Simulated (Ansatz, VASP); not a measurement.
# Two plane-wave programs on Zn3GeN

```
Zn Ge N
1.0
     4.18938    0.00000    0.00000
     0.00000    4.18938    0.00000
     0.00000    0.00000    4.18938
Zn Ge N
3 1 1
Direct
  0.50000 0.50000 0.00000
  0.50000 0.00000 0.50000
  0.00000 0.50000 0.50000
  0.00000 0.00000 0.00000
  0.50000 0.50000 0.50000
```

Change from the starting cell: species swapped into the La3AlC type (Pm-3m, No. 221).

Alike in both runs: functional PBE; k mesh 10 × 10 × 10; occupations gaussian, width 0.1 eV; no spin polarisation.

Ansatz relaxed the structure, and its values are those at the end. VASP's run is a single point on that final structure, the one shown.

```csv
,VASP,Ansatz
version,VASP 6.6.1,Ansatz 0.2.0
potentials or method,"VASP PAW PBE potentials, release 64 (Zn, Ge_d, N), cutoff 520 eV","scalar-relativistic, plane waves, PAW"
valence electrons in the cell,55,55
```

Ansatz gave:

| Item | Value |
| --- | --- |
| gap on the k mesh at the Fermi level (eV) | none |
| pressure (GPa) | 0.0 |

Problem. Which values does VASP return?

Solution. gap on the k mesh at the Fermi level (eV): none; pressure (GPa): 0.4.

A gap of «none» marks a metal or a gap that the smearing closes.
